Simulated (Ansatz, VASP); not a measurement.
## Ta: VASP beside Ansatz

```xyz
2
Lattice="2.8552 0.0000 0.0000 -1.4276 2.4726 0.0000 0.0000 0.0000 5.0842" Properties=species:S:1:pos:R:3 pbc="T T T"
Ta    1.4276    0.8242    3.8131
Ta    0.0000    1.6484    1.2710
```

Alike in both runs: functional BLYP; dispersion D3(BJ); k mesh 13 × 13 × 7; occupations fermi-dirac, width 0.1 eV; no spin polarisation.

Ansatz relaxed the structure, and its values are those at the end. VASP's run is a single point on that final structure, the one shown.

|  | VASP | Ansatz |
| --- | --- | --- |
| version | VASP 6.6.1 | Ansatz 0.2.0 |
| potentials or method | VASP PAW PBE potentials, release 64 (Ta_sv_GW), cutoff 500 eV | plane waves, PAW |
| valence electrons in the cell | 26 | 26 |

Ansatz gave:

* pressure (GPa): 0.0

Problem. What did VASP give for the same quantities?

Solution. Pressure (GPa): -0.5.

VASP's potentials were made for PBE, not for BLYP.

Spin-orbit coupling is off throughout.
